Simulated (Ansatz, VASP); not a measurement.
Ir: VASP beside Ansatz

```
CELL_PARAMETERS angstrom
0.00000 2.07328 1.91970
2.07328 0.00000 1.91970
2.07328 2.07328 0.00000
ATOMIC_POSITIONS crystal
Ir 0.00000 0.00000 0.00000
```

Change from the starting cell: strain +0.080 along x and y, +0.000 along z, atoms carried along.

Alike in both runs: task single point; functional PBE; k mesh 22 × 22 × 22; occupations gaussian, width 0.15 eV; no spin polarisation.

```csv
,VASP,Ansatz
version,VASP 6.6.1,Ansatz 0.2.0
potentials or method,"VASP PAW PBE potentials, release 64 (Ir), cutoff 520 eV","scalar-relativistic, plane waves, PAW"
valence electrons in the cell,9,17
```

```tsv
	VASP	Ansatz	Ansatz less VASP
gap on the k mesh at the Fermi level (eV)	none	none	-
pressure (GPa)	-30.9	-31.2	-0.30
traceless stress, the component that is largest in VASP (GPa)	11.50	11.62	+0.114
```

A gap of «none» marks a metal or a gap that the smearing closes. Both programs put the cell under strong tension, so it lies far from rest at this level. VASP's potentials hold 9 valence electrons a cell and Ansatz's 17, so a difference there can come from the potentials and not from the codes.

Neither program's run includes spin-orbit coupling. Noted on VASP's run: the cell as given lies far from equilibrium.
